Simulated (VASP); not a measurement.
## WC: relaxation of the atoms with PBEsol

The system is WC, a slab with vacuum.

```
CELL_PARAMETERS angstrom
2.82761 0.00000 0.00000
0.00000 2.89841 0.00000
0.00000 0.00000 22.85690
ATOMIC_POSITIONS crystal
C 0.50000 0.00000 0.37188
C 0.50000 0.50000 0.48170
C 0.50000 0.00000 0.59152
W 0.00000 0.50000 0.40848
W 0.00000 0.00000 0.51830
W 0.00000 0.50000 0.62812
```

| Item | Value |
| --- | --- |
| Program | VASP 6.6.1 |
| Task | relaxation of the atoms |
| Functional | PBEsol |
| Potentials or basis | VASP PAW PBE potentials, release 64 (C, W_sv) |
| Cutoff | 520 eV |
| k mesh | 10 × 10 × 1 |
| Occupations | gaussian, width 0.1 eV |
| Spin | no spin polarisation |
| Dipole correction | yes |
| Atoms held fixed (from 0) | [0, 1, 3] |
| Further INCAR settings | ALGO = Normal; EDIFF = 1e-06; IBRION = 2; EDIFFG = -0.03; NSW = 90 |

```
Energy gained by relaxing : 3.5 meV/atom
Ionic steps               : 7
Band gap on the k mesh    : zero (bands 27 and 28 overlap by 1.96 eV)
```

Step by step:
| step | energy change (eV) | largest force on free atoms (eV/Å) | pressure (GPa) |
| --- | --- | --- | --- |
| 1 | 0.0000 | 0.7693 | -4.02 |
| 2 | -0.0196 | 0.2525 | -3.33 |
| 3 | -0.0200 | 0.1788 | -3.43 |
| 4 | -0.0206 | 0.0635 | -3.37 |
| 5 | -0.0206 | 0.0356 | -3.38 |
| 6 | -0.0207 | 0.0308 | -3.35 |
| 7 | -0.0209 | 0.0152 | -3.27 |

Final structure:
```
C W
1.0
     2.82761    0.00000    0.00000
     0.00000    2.89841    0.00000
     0.00000    0.00000   22.85690
C W
3 3
Direct
  0.50000 0.00000 0.37188
  0.50000 0.50000 0.48170
  0.50000 0.00000 0.59234
  0.00000 0.50000 0.40848
  0.00000 0.00000 0.51854
  0.00000 0.50000 0.62631
```

Levels at points of the mesh, in eV from the Fermi level:
| k point | band 25 | band 26 | band 27 | band 28 | band 29 | band 30 |
| --- | --- | --- | --- | --- | --- | --- |
| (0.00, 0.00, 0.00) | -1.64 | -0.79 | -0.25 | 0.47 | 2.48 | 2.87 |
| (0.50, 0.00, 0.00) | -1.01 | -0.94 | -0.02 | 0.51 | 0.60 | 1.74 |
| (0.00, 0.50, 0.00) | -0.76 | -0.21 | 0.39 | 0.77 | 1.60 | 1.84 |
| (0.50, 0.50, 0.00) | -0.49 | -0.23 | 1.59 | 1.67 | 2.87 | 3.93 |

Run time: 6.4 min on 2 MPI ranks on Intel(R) Xeon(R) Platinum 8488C (Sapphire Rapids), on a shared host, peak memory 0.42 GiB a rank.

Caveat: the PAW data sets were made with another functional, which shifts forces and pressure a little; spin-orbit coupling is left out, which moves the levels of the heavy elements.
